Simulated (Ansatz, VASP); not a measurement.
# Two plane-wave programs on Ge

```
CELL_PARAMETERS angstrom
-1.69079 1.69079 1.69079
1.69079 -1.69079 1.69079
1.69079 1.69079 -1.69079
ATOMIC_POSITIONS crystal
Ge 0.00000 0.00000 0.00000
```

Alike in both runs: functional PBE; k mesh 13 × 13 × 13; occupations fermi-dirac, width 0.1 eV; no spin polarisation.

Ansatz relaxed the structure, and its values are those at the end. VASP's run is a single point on that final structure, the one shown.

```csv
,VASP,Ansatz
version,VASP 6.6.1,Ansatz 0.2.0
potentials or method,"VASP PAW PBE potentials, release 64 (Ge_d), cutoff 520 eV","plane waves (420 eV) with PAW, scalar-relativistic"
valence electrons in the cell,14,14
```

Ansatz gave:

```
pressure (GPa) : 0.0
```

Estimate VASP's values.

pressure (GPa): -0.1.
